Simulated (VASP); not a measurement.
Runs of VASP 6.6.1 on Al2GaP3. The structure is that of space group P3m1 (No. 156), or close to it. The cells are those of the table. 

```csv
task,cell,k mesh,cutoff (eV),smearing,gap on the mesh (eV),pressure (GPa),largest force (eV/Å)
single point,"a = 3.894, b = 3.894, c = 9.539 Å, angles 90.0, 90.0, 120.0°, 6 atoms",12 × 12 × 4,520,gaussian 0.02 eV,1.61,0.0,0.01
relaxation of cell and atoms,"relaxed from a = 3.728, b = 3.728, c = 9.131 Å, angles 90.0, 90.0, 120.0°, 6 atoms",6 × 6 × 2,600,gaussian 0.1 eV,1.61,0.2,0.03
single point,"a = 3.895, b = 3.895, c = 9.526 Å, angles 90.0, 90.0, 120.0°, 6 atoms",6 × 6 × 2,520,gaussian 0.1 eV,1.61,0.0,0.01
single point,"a = 3.728, b = 3.728, c = 9.131 Å, angles 90.0, 90.0, 120.0°, 6 atoms",6 × 6 × 2,520,gaussian 0.1 eV,(a),13.9,0.04
```

Alike in all rows: level PBE; potentials or basis VASP PAW PBE potentials, release 64 (Al, Ga_d, P); no spin polarisation.

Estimate the missing entries.

(a) 1.31.

A k mesh can miss the band edges, and the runs leave out spin-orbit coupling on Ga.
